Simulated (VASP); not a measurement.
# SiO2 (P4_12_12) in VASP: a series of runs, part 2 of 2

VASP 6.6.1. The steps go on from the part before.

### Step 3. Electric field gradients, r2SCAN

POSCAR reads:

```
SiO2
1.0
    4.9329000000      0.0000000000      0.0000000000
    0.0000000000      4.9329000000      0.0000000000
    0.0000000000      0.0000000000      6.4645000000
Si O
4 8
Direct
    0.6831046967      0.6831046967      0.5000000000
    0.8168953033      0.1831046967      0.7500000000
    0.3168953033      0.3168953033      0.0000000000
    0.1831046967      0.8168953033      0.2500000000
    0.3636612499      0.7307384934      0.4500127918
    0.7692615066      0.8636612499      0.7000127918
    0.6363387501      0.2692615066      0.9500127918
    0.2307384934      0.1363387501      0.2000127918
    0.8636612499      0.7692615066      0.2999872082
    0.2692615066      0.6363387501      0.0499872082
    0.1363387501      0.2307384934      0.7999872082
    0.7307384934      0.3636612499      0.5499872082
```

INCAR.step1 reads:

```
PREC = Accurate
ENCUT = 520
ISMEAR = -1
SIGMA = 0.02
LREAL = False
LASPH = True
NELM = 100
NBANDS = 44
GGA = PE
ALGO = Normal
EDIFF = 1E-4
LWAVE = True
LCHARG = False
```

INCAR.step2 reads:

```
PREC = Accurate
ENCUT = 520
EDIFF = 1E-8
ISMEAR = -1
SIGMA = 0.02
LREAL = False
LASPH = True
NELM = 100
ALGO = Normal
ISIF = 2
LWAVE = False
LCHARG = False
METAGGA = R2SCAN
LMIXTAU = True
LEFG = True
NBANDS = 44
ISTART = 1
```

KPOINTS reads:

```
Automatic mesh
0
Gamma
  4 4 3
```

Potentials or basis: VASP PAW PBE potentials, release 64 (Si, O).

On the command line:

```sh
$ cat potpaw_PBE.64/Si/POTCAR potpaw_PBE.64/O/POTCAR > POTCAR
$ cp INCAR.step1 INCAR
$ mpirun -np 1 vasp_std > vasp.out
$ cp INCAR.step2 INCAR
$ mpirun -np 1 vasp_std > vasp.out
```

OUTCAR:

```text
PREC = Accurate
   ENCUT = 520
   EDIFF = 1E-8
   ISMEAR = -1
   LREAL = False
   LASPH = True
   NELM = 100
   ISIF = 2
   METAGGA = R2SCAN
   ISTART = 1

 ion  position               nearest neighbor table
   1  0.683  0.683  0.500-   5 1.63  12 1.63   9 1.63   6 1.63   2 3.02   4 3.02   2 3.02   4 3.02

   2  0.817  0.183  0.750-   6 1.63  11 1.63   7 1.63  12 1.63   1 3.02   3 3.02   1 3.02   3 3.02

   3  0.317  0.317  0.000-   7 1.63  10 1.63   8 1.63  11 1.63   2 3.02   4 3.02   4 3.02   2 3.02

   4  0.183  0.817  0.250-   8 1.63   9 1.63   5 1.63  10 1.63   1 3.02   3 3.02   3 3.02   1 3.02

   5  0.364  0.731  0.450-   1 1.63   4 1.63
   6  0.769  0.864  0.700-   2 1.63   1 1.63
   7  0.636  0.269  0.950-   3 1.63   2 1.63
   8  0.231  0.136  0.200-   4 1.63   3 1.63
   9  0.864  0.769  0.300-   4 1.63   1 1.63
  10  0.269  0.636  0.050-   3 1.63   4 1.63
  11  0.136  0.231  0.800-   2 1.63   3 1.63
  12  0.731  0.364  0.550-   1 1.63   2 1.63

  LATTYP: Found a simple tetragonal cell.
 ALAT       =     4.9329000000
 C/A-ratio  =     1.3104867319

  Lattice vectors:

 A1 = (   4.9329000000,   0.0000000000,   0.0000000000)
 A2 = (   0.0000000000,   4.9329000000,   0.0000000000)
 A3 = (   0.0000000000,   0.0000000000,   6.4645000000)

Analysis of symmetry for initial positions (statically):
=====================================================================
 Subroutine PRICEL returns:
 Original cell was already a primitive cell.

 Routine SETGRP: Setting up the symmetry group for a
 simple tetragonal supercell.

 Subroutine GETGRP returns: Found  8 space group operations
 (whereof  2 operations were pure point group operations)
 out of a pool of 16 trial point group operations.

The static configuration has the point symmetry C_2 .
 The point group associated with its full space group is D_4 .

Analysis of symmetry for dynamics (positions and initial velocities):
=====================================================================
 Subroutine PRICEL returns:
 Original cell was already a primitive cell.

 Routine SETGRP: Setting up the symmetry group for a
 simple tetragonal supercell.

 Subroutine GETGRP returns: Found  8 space group operations
 (whereof  2 operations were pure point group operations)
 out of a pool of 16 trial point group operations.

The dynamic configuration has the point symmetry C_2 .
 The point group associated with its full space group is D_4 .

 Subroutine INISYM returns: Found  8 space group operations
 (whereof  2 operations are pure point group operations),
 and found     1 'primitive' translations

----------------------------------------------------------------------------------------

                                     Primitive cell

  volume of cell :     157.3039

  direct lattice vectors                    reciprocal lattice vectors
     4.932900000  0.000000000  0.000000000     0.202720509  0.000000000  0.000000000
     0.000000000  4.932900000  0.000000000     0.000000000  0.202720509  0.000000000
[... 145 lines left out ...]
 Fermi energy:         0.8805861286

 k-point     1 :       0.0000    0.0000    0.0000
  band No.  band energies     occupation
      1     -20.0798      2.00000
      2     -19.1087      2.00000
      3     -19.1087      2.00000
      4     -17.9983      2.00000
      5     -17.9983      2.00000
      6     -17.9967      2.00000
[... 553 lines left out ...]
     43      12.1967      0.00000
     44      12.1967      0.00000

------------------------ aborting loop because EDIFF is reached ----------------------------------------

  FORCE on cell =-STRESS in cart. coord.  units (eV):
  Direction    XX          YY          ZZ          XY          YZ          ZX
  --------------------------------------------------------------------------------------
  -------------------------------------------------------------------------------------
  Total       -3.0634274     -3.0634274     -0.8175857      0.0000000      0.0000000      0.0000000
  in kB      -31.2017257    -31.2017257     -8.3273015      0.0000000      0.0000000      0.0000000
  external PRESSURE =     -23.5769176 kB  Pullay stress =       0.0000000 kB

 VOLUME and BASIS-vectors are now :
 -----------------------------------------------------------------------------
  energy-cutoff  :      520.00
  volume of cell :      157.30
      direct lattice vectors                 reciprocal lattice vectors
     4.932900000  0.000000000  0.000000000     0.202720509  0.000000000  0.000000000
     0.000000000  4.932900000  0.000000000     0.000000000  0.202720509  0.000000000
     0.000000000  0.000000000  6.464500000     0.000000000  0.000000000  0.154691005

 POSITION                                       TOTAL-FORCE (eV/Angst)
 -----------------------------------------------------------------------------------
      3.36969      3.36969      3.23225        -0.045189     -0.045189      0.000000
      4.02966      0.90324      4.84837         0.045189     -0.045189     -0.000000
      1.56321      1.56321      0.00000         0.045189      0.045189      0.000000
      0.90324      4.02966      1.61613        -0.045189      0.045189     -0.000000
      1.79390      3.60466      2.90911         0.175369      0.056207     -0.281825
      3.79469      4.26035      4.52523        -0.056207      0.175369     -0.281825
      3.13900      1.32824      6.14136        -0.175369     -0.056207     -0.281825
      1.13821      0.67255      1.29298         0.056207     -0.175369     -0.281825
      4.26035      3.79469      1.93927         0.175369     -0.056207      0.281825
      1.32824      3.13900      0.32314        -0.056207     -0.175369      0.281825
      0.67255      1.13821      5.17152        -0.175369      0.056207      0.281825
      3.60466      1.79390      3.55539         0.056207      0.175369      0.281825
 -----------------------------------------------------------------------------------
    total drift:                               -0.000000      0.000000      0.000000

  FREE ENERGIE OF THE ION-ELECTRON SYSTEM (eV)
  ---------------------------------------------------
  free  energy   TOTEN  =      -118.9902555473 eV

  energy  without entropy=     -118.9902555473  energy(sigma->0) =     -118.99025555

 Electric field gradients (V/A^2)
---------------------------------------------------------------------
 ion       V_xx      V_yy      V_zz      V_xy      V_xz      V_yz
---------------------------------------------------------------------
   1      -2.586    -2.586     5.173    -0.069    -1.386     1.386
   2      -2.586    -2.586     5.173     0.069    -1.386    -1.386
   3      -2.586    -2.586     5.173    -0.069     1.386    -1.386
   4      -2.586    -2.586     5.173     0.069     1.386     1.386
   5      49.613   -49.472    -0.141   -23.603    47.509   -19.558
   6     -49.472    49.613    -0.141    23.603    19.558    47.509
   7      49.613   -49.472    -0.141   -23.603   -47.509    19.558
   8     -49.472    49.613    -0.141    23.603   -19.558   -47.509
   9      49.613   -49.472    -0.141    23.603   -47.509   -19.558
  10     -49.472    49.613    -0.141   -23.603   -19.558    47.509
  11      49.613   -49.472    -0.141    23.603    47.509    19.558
  12     -49.472    49.613    -0.141   -23.603    19.558   -47.509
---------------------------------------------------------------------

 Electric field gradients after diagonalization (V/A^2)
 (convention: |V_zz| > |V_xx| > |V_yy|)
----------------------------------------------------------------------
 ion       V_xx      V_yy      V_zz     asymmetry (V_yy - V_xx)/ V_zz
----------------------------------------------------------------------
   1      -2.988    -2.655     5.643       0.059
   2      -2.988    -2.655     5.643       0.059
   3      -2.988    -2.655     5.643       0.059
   4      -2.988    -2.655     5.643       0.059
   5     -56.988   -28.211    85.199       0.338
   6     -56.988   -28.211    85.199       0.338
   7     -56.988   -28.211    85.199       0.338
   8     -56.988   -28.211    85.199       0.338
   9     -56.988   -28.211    85.199       0.338
  10     -56.988   -28.211    85.199       0.338
  11     -56.988   -28.211    85.199       0.338
  12     -56.988   -28.211    85.199       0.338
----------------------------------------------------------------------

           NMR quadrupolar parameters

 Cq : quadrupolar parameter    Cq=e*Q*V_zz/h
 eta: asymmetry parameters     (V_yy - V_xx)/ V_zz
 Q  : nuclear electric quadrupole moment in mb (millibarn)
----------------------------------------------------------------------
 ion       Cq(MHz)       eta       Q (mb)
----------------------------------------------------------------------
   1       0.014       0.059       1.000
   2       0.014       0.059       1.000
   3       0.014       0.059       1.000
   4       0.014       0.059       1.000
   5       0.206       0.338       1.000
   6       0.206       0.338       1.000
   7       0.206       0.338       1.000
   8       0.206       0.338       1.000
   9       0.206       0.338       1.000
  10       0.206       0.338       1.000
  11       0.206       0.338       1.000
  12       0.206       0.338       1.000
----------------------------------------------------------------------
```

Wall time 7 min (1 thread of AMD EPYC 7R43 (Zen 3), shared host); peak memory 0.27 GiB.

What came out:

| Quantity | Value |
| --- | --- |
| Free energy | -118.9903 eV |
| Pressure | -2.4 GPa |
| Largest force | 0.337 eV/Å |
| Band gap on the k mesh | 6.33 eV, direct |

Forces on the atoms (eV/Å):
```
Si  -0.045 -0.045  0.000
Si   0.045 -0.045  0.000
Si   0.045  0.045  0.000
Si  -0.045  0.045  0.000
O    0.175  0.056 -0.282
O   -0.056  0.175 -0.282
O   -0.175 -0.056 -0.282
O    0.056 -0.175 -0.282
O    0.175 -0.056  0.282
O   -0.056 -0.175  0.282
O   -0.175  0.056  0.282
O    0.056  0.175  0.282
```

Stress tensor (GPa, compression positive):
```
-3.12  0.00  0.00
 0.00 -3.12  0.00
 0.00  0.00 -0.83
```

Levels at points of the mesh, in eV from the valence-band top:
| k point | band 30 | band 31 | band 32 | band 33 | band 34 | band 35 |
| --- | --- | --- | --- | --- | --- | --- |
| (0.00, 0.00, 0.00) | -0.51 | -0.51 | 0.00 | 6.33 | 9.66 | 9.66 |
| (0.50, 0.00, 0.00) | -0.76 | -0.54 | -0.54 | 8.53 | 8.53 | 9.98 |
| (0.50, 0.50, 0.00) | -0.59 | -0.51 | -0.51 | 9.41 | 9.41 | 9.44 |

Electric field gradients, principal values (V/Å²):
```
atom    least   middle  greatest (by size)
1 Si   -2.655   -2.988               5.643
2 Si   -2.655   -2.988               5.643
3 Si   -2.655   -2.988               5.643
4 Si   -2.655   -2.988               5.643
 5 O  -28.211  -56.988              85.199
 6 O  -28.211  -56.988              85.199
 7 O  -28.211  -56.988              85.199
 8 O  -28.211  -56.988              85.199
 9 O  -28.211  -56.988              85.199
10 O  -28.211  -56.988              85.199
11 O  -28.211  -56.988              85.199
12 O  -28.211  -56.988              85.199
```

Caveat: without QUAD_EFG the Cq values of the log hold for a quadrupole moment of 1 mb, not for the nuclei; the PAW data sets were made with another functional, which shifts forces and pressure a little.
